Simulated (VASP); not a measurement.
# InSb (I-4m2) in VASP: relaxation of the atoms with LDA

Aim: the relaxation of the atoms of InSb with LDA.

Everything below comes from runs of VASP 6.6.1. Logs are shortened: lines on timing, memory, paths and dates and some standing lists are left out, and cuts for length are marked.

## (1) The cell of the first run

It takes space group I-4m2 (No. 119, tetragonal). The conventional cell has a = 4.319 Å, b = 4.319 Å, c = 6.655 Å, α = 90.00°, β = 90.00°, γ = 90.00°. Within 3.6 Å of In (site symmetry -4m2) lie 4 Sb at 2.73 Å. Sb (site symmetry -4m2) has 4 In at 2.73 Å within 3.6 Å.

## (2) Relaxation of the atoms, LDA (strained cell)

INCAR

```
SYSTEM = InSb
PREC = Accurate
ENCUT = 450
EDIFF = 1E-7
ISMEAR = 0
SIGMA = 0.1
LREAL = .False.
LASPH = .True.
NELM = 120
ALGO = Normal
ISIF = 2
LWAVE = .False.
LCHARG = .False.
GGA = CA
IBRION = 2
NSW = 60
EDIFFG = -0.002
GGA_COMPAT = .False.
NELMIN = 4
```

KPOINTS

```
regular mesh
0
Gamma
  10 10 10
  0 0 0
```

POSCAR

```
InSb
1.0
    0.0000000000      3.0542048732      3.3276965029
    3.0542048732      0.0000000000      3.3276965029
    3.0542048732      3.0542048732      0.0000000000
In Sb
1 1
Direct
    0.0000000000      0.0000000000      0.0000000000
    0.2500000000      0.2500000000      0.2500000000
```

Potentials or basis: VASP PAW LDA potentials, release 64 (In_d, Sb).

The run is started by

```
$ cat potpaw_LDA.64/In_d/POTCAR potpaw_LDA.64/Sb/POTCAR > POTCAR
$ mpirun -np 1 vasp_std > vasp.out
```

OUTCAR:

```text
SYSTEM = InSb
   PREC = Accurate
   ENCUT = 450
   EDIFF = 1E-7
   ISMEAR = 0
   LREAL = .False.
   LASPH = .True.
   NELM = 120
   ISIF = 2
   GGA = CA
   IBRION = 2
   NSW = 60
   EDIFFG = -0.002
   NELMIN = 4

 ion  position               nearest neighbor table
   1  0.000  0.000  0.000-   2 2.73   2 2.73   2 2.73   2 2.73
   2  0.250  0.250  0.250-   1 2.73   1 2.73   1 2.73   1 2.73

  LATTYP: Found a body centered tetragonal cell.
 ALAT       =     4.3192979539
 C/A-ratio  =     1.5408506375

  Lattice vectors:

 A1 = (  -3.0542048732,   0.0000000000,   3.3276965029)
 A2 = (   3.0542048732,   0.0000000000,   3.3276965029)
 A3 = (   0.0000000000,   3.0542048732,  -3.3276965029)

Analysis of symmetry for initial positions (statically):
=====================================================================
 Subroutine PRICEL returns:
 Original cell was already a primitive cell.

 Routine SETGRP: Setting up the symmetry group for a
 body centered tetragonal supercell.

 Subroutine GETGRP returns: Found  8 space group operations
 (whereof  8 operations were pure point group operations)
 out of a pool of 16 trial point group operations.

The static configuration has the point symmetry D_2d.

Analysis of symmetry for dynamics (positions and initial velocities):
=====================================================================
 Subroutine PRICEL returns:
 Original cell was already a primitive cell.

 Routine SETGRP: Setting up the symmetry group for a
 body centered tetragonal supercell.

 Subroutine GETGRP returns: Found  8 space group operations
 (whereof  8 operations were pure point group operations)
 out of a pool of 16 trial point group operations.

The dynamic configuration has the point symmetry D_2d.

 Subroutine INISYM returns: Found  8 space group operations
 (whereof  8 operations are pure point group operations),
 and found     1 'primitive' translations

----------------------------------------------------------------------------------------

                                     Primitive cell

  volume of cell :      62.0826

  direct lattice vectors                    reciprocal lattice vectors
     0.000000000  3.054204873  3.327696503    -0.163708730  0.163708730  0.150254087
     3.054204873  0.000000000  3.327696503     0.163708730 -0.163708730  0.150254087
     3.054204873  3.054204873  0.000000000     0.163708730  0.163708730 -0.150254087

  length of vectors
     4.516827584  4.516827584  4.319297954     0.276002513  0.276002513  0.276002513

  position of ions in fractional coordinates (direct lattice)
     0.000000000  0.000000000  0.000000000
     0.250000000  0.250000000  0.250000000

  ion indices of the primitive-cell ions
   primitive index   ion index
                 1           1
                 2           2

----------------------------------------------------------------------------------------

 KPOINTS: regular mesh

Automatic generation of k-mesh.
 Grid dimensions read from file:
 generate k-points for:   10   10   10

 Generating k-lattice:

  Cartesian coordinates                     Fractional coordinates (reciprocal lattice)
    -0.016370873  0.016370873  0.015025409     0.100000000  0.000000000  0.000000000
     0.016370873 -0.016370873  0.015025409     0.000000000  0.100000000  0.000000000
     0.016370873  0.016370873 -0.015025409     0.000000000  0.000000000  0.100000000

  Length of vectors
     0.027600251  0.027600251  0.027600251

  Shift w.r.t. Gamma in fractional coordinates (k-lattice)
     0.000000000  0.000000000  0.000000000

 Subroutine IBZKPT returns following result:
 ===========================================

 Found    102 irreducible k-points:

 Following reciprocal coordinates:
            Coordinates               Weight
  0.000000  0.000000  0.000000      1.000000
  0.100000  0.000000  0.000000      8.000000
  0.200000  0.000000  0.000000      8.000000
  0.300000  0.000000  0.000000      8.000000
  0.400000 -0.000000  0.000000      8.000000
  0.500000  0.000000  0.000000      4.000000
[... 16 lines left out ...]
  0.300000  0.300000  0.000000      2.000000
  0.400000  0.300000  0.000000      8.000000
 [... further k-points ...]
   k-points           NKPTS =    102   k-points in BZ     NKDIM =    102   number of bands    NBANDS=     13
   number of dos      NEDOS =    301   number of ions     NIONS =      2
   total plane-waves  NPLWV =  30720
   dimension x,y,z NGX =    32 NGY =   32 NGZ =   30
   dimension x,y,z NGXF=    64 NGYF=   64 NGZF=   60
   ions per type =               1   1
   NGX,Y,Z   is equivalent  to a cutoff of  11.78, 11.78, 11.55 a.u.
   NGXF,Y,Z  is equivalent  to a cutoff of  23.56, 23.56, 23.09 a.u.
 SYSTEM =  InSb
   PREC   = accura    normal or accurate (medium, high low for compatibility)
   ISTART =      0    job   : 0-new  1-cont  2-samecut
   ICHARG =      2    charge: 1-file 2-atom 10-const
   ISPIN  =      1    spin polarized calculation?
   LNONCOLLINEAR =      F non collinear calculations
   LSORBIT =      F    spin-orbit coupling
   LASPH  =      T    aspherical Exc in radial PAW
   ENCUT  =  450.0 eV  33.07 Ry    5.75 a.u.   7.81  7.81  7.47*2*pi/ulx,y,z
   NELM   =    120;   NELMIN=  4; NELMDL= -5     # of ELM steps
   EDIFF  = 0.1E-06   stopping-criterion for ELM
   LREAL  =      F    real-space projection
   EDIFFG = -.2E-02   stopping-criterion for IOM
   NSW    =     60    number of steps for IOM
   IBRION =      2    ionic relax: 0-MD 1-quasi-New 2-CG
   NFREE  =      1    steps in history (QN), initial steepest desc. (CG)
   ISIF   =      2    stress and relaxation
   ISYM   =      2    0-nonsym 1-usesym 2-fastsym
   POTIM  = 0.5000    time-step for ionic-motion
   TEBEG  =    0.0;   TEEND  =   0.0 temperature during run
   PSTRESS=    0.0 pullay stress
   NELECT =      18.0000    total number of electrons
   NUPDOWN=      -1.0000    fix difference up-down
   EMIN   =  10.00;   EMAX   =-10.00  energy-range for DOS
   EFERMI =   0.00;   METHOD = LEGACY
   ISMEAR =     0;   SIGMA  =   0.10  broadening in eV -4-tet -1-fermi 0-gaus
   EFERMI_NEDOS =   21; number of points for ismear=-14 and -15
   IALGO  =     38    algorithm
   IMIX   =      4    mixing-type and parameters
     AMIX     =   0.40;   BMIX     =  1.00
     AMIX_MAG =   1.60;   BMIX_MAG =  1.00
  volume/ion in A,a.u.               =      31.04       209.48
  Fermi-wavevector in a.u.,A,eV,Ry     =   1.083533  2.047581 15.973848  1.174045
  Thomas-Fermi vector in A             =   2.219602
   LORBIT       =      0    0 simple, 1 ext, 2 COOP (PROOUT), +10 PAW based schemes
   GGA     = CA    functional components
   LHFCALC =     F    Hartree Fock is set to
   AEXX    =    0.0000 exact exchange contribution
   IVDW    =     0    specifies the selected vdW correction
   LEPSILON=     F    determine dielectric tensor
   LRPA    =     F    only Hartree local field effects (RPA)
 conjugate gradient relaxation of ions
 non-spin polarized calculation
 Gauss-broadening in eV      SIGMA  =   0.10
  energy-cutoff  :      450.00
  volume of cell :       62.08
 maximum number of plane-waves:      1380
   NGX = 15   NGY = 15   NGZ = 15

 number of electron      17.9999994 magnetization

 Free energy of the ion-electron system (eV)
  ---------------------------------------------------
  ext. energy  EPLUGINS =         0.00000000
  ---------------------------------------------------
  free energy    TOTEN  =        -8.11841840 eV

  energy without entropy =       -8.11823341  energy(sigma->0) =       -8.11832590

 E-fermi :   6.1089     XC(G=0):  -9.3833

 val. band max:        6.0849738001   @ k =   0.0000   0.0000   0.0000
 cond. band min:       6.3949185188   @ k =   0.5000   0.0000   0.0000
 fundamental gap:      0.3099447188
 Fermi energy:         6.1089416606

 k-point     1 :       0.0000    0.0000    0.0000
  band No.  band energies     occupation
      1      -8.8864      2.00000
      2      -8.8702      2.00000
      3      -8.8702      2.00000
      4      -8.7635      2.00000
      5      -8.7623      2.00000
      6      -5.4599      2.00000
      7       5.5541      2.00000
      8       6.0318      1.72451
      9       6.0850      1.26536
     10       6.0850      1.26536
     11       8.7779      0.00000
     12       8.7779      0.00000
     13       8.9732      0.00000

 k-point     2 :       0.1000    0.0000    0.0000
  band No.  band energies     occupation
      1      -8.8874      2.00000
      2      -8.8733      2.00000
      3      -8.8673      2.00000
      4      -8.7631      2.00000
      5      -8.7630      2.00000
      6      -5.3556      2.00000
      7       4.4080      2.00000
      8       5.5683      2.00000
      9       5.9375      1.98465
     10       6.9453      0.00000
     11       8.8788      0.00000
     12       9.0066      0.00000
     13       9.3240      0.00000

 k-point     3 :       0.2000    0.0000    0.0000
  band No.  band energies     occupation
      1      -8.9018      2.00000
      2      -8.8699      2.00000
      3      -8.8602      2.00000
      4      -8.7647      2.00000
      5      -8.7615      2.00000
      6      -5.0533      2.00000
      7       2.8239      2.00000
      8       5.1678      2.00000
      9       5.6318      2.00000
     10       6.9441      0.00000
     11       9.3437      0.00000
     12       9.4847      0.00000
     13      10.2677      0.00000
[... 305 lines left out ...]
 k-point    23 :       0.3000    0.3000    0.0000
  band No.  band energies     occupation
      1      -8.9526      2.00000
      2      -8.8328      2.00000
      3      -8.8328      2.00000
      4      -8.7733      2.00000
      5      -8.7579      2.00000
      6      -4.3925      2.00000
      7       1.0710      2.00000
      8       4.2268      2.00000
      9       4.2268      2.00000
     10       7.5530      0.00000
     11       8.2863      0.00000
     12      12.1331      0.00000
     13      12.1332      0.00000

 k-point    24 :       0.4000    0.3000    0.0000
  band No.  band energies     occupation
      1      -8.9627      2.00000
      2      -8.8283      2.00000
      3      -8.8256      2.00000
      4      -8.7746      2.00000
      5      -8.7579      2.00000
      6      -4.0047      2.00000
      7       0.3748      2.00000
      8       3.6399      2.00000
      9       4.0448      2.00000
     10       7.6873      0.00000
     11       8.4344      0.00000
     12      11.8464      0.00000
     13      12.6146      0.00000

 [... further k-points ...]

------------------------ aborting loop because EDIFF is reached ----------------------------------------

  FORCE on cell =-STRESS in cart. coord.  units (eV):
  Direction    XX          YY          ZZ          XY          YZ          ZX
  --------------------------------------------------------------------------------------
  -------------------------------------------------------------------------------------
  Total        2.0669315      2.0669315      0.9467515      0.0000000     -0.0000000      0.0000000
  in kB       53.3416730     53.3416730     24.4329862      0.0000000     -0.0000000      0.0000000
  external PRESSURE =      43.7054441 kB  Pullay stress =       0.0000000 kB

 VOLUME and BASIS-vectors are now :
 -----------------------------------------------------------------------------
  energy-cutoff  :      450.00
  volume of cell :       62.08
      direct lattice vectors                 reciprocal lattice vectors
     0.000000000  3.054204873  3.327696503    -0.163708730  0.163708730  0.150254087
     3.054204873  0.000000000  3.327696503     0.163708730 -0.163708730  0.150254087
     3.054204873  3.054204873  0.000000000     0.163708730  0.163708730 -0.150254087

 POSITION                                       TOTAL-FORCE (eV/Angst)
 -----------------------------------------------------------------------------------
      0.00000      0.00000      0.00000         0.000000      0.000000     -0.000000
      1.52710      1.52710      1.66385        -0.000000     -0.000000      0.000000
 -----------------------------------------------------------------------------------
    total drift:                               -0.000001     -0.000001      0.000004

  FREE ENERGIE OF THE ION-ELECTRON SYSTEM (eV)
  ---------------------------------------------------
  free  energy   TOTEN  =        -8.1184183995 eV

  energy  without entropy=       -8.1182334104  energy(sigma->0) =       -8.11832590

 reached required accuracy - stopping structural energy minimisation
```

Run time: 34 s. Hardware: 1 thread of Intel Xeon Platinum 8488C (Sapphire Rapids), shared host; peak memory 0.2 GiB.

What came out:

```yaml
Free_energy: -8.1184 eV
Pressure_after_relaxing: 4.4 GPa
Band_gap_on_the_k_mesh: zero (filled and empty bands touch)
```

Final structure:
```cif
data_structure
_symmetry_space_group_name_H-M 'P 1'
_symmetry_Int_Tables_number 1
_cell_length_a 4.5168
_cell_length_b 4.5168
_cell_length_c 4.3193
_cell_angle_alpha 61.436
_cell_angle_beta 61.436
_cell_angle_gamma 57.127
_cell_volume 62.08
loop_
_atom_site_label
_atom_site_type_symbol
_atom_site_fract_x
_atom_site_fract_y
_atom_site_fract_z
_atom_site_occupancy
In1 In 0.00000 0.00000 0.00000 1
Sb1 Sb 0.25000 0.25000 0.25000 1
```

Caveat: the cell differs from its parent crystal (strained cell); semilocal functionals underestimate gaps, and a narrow one can read as zero; spin-orbit coupling is left out, which moves the levels of the heavy elements.

The gap in the log of VASP goes by the Fermi energy; the results here count the filled bands.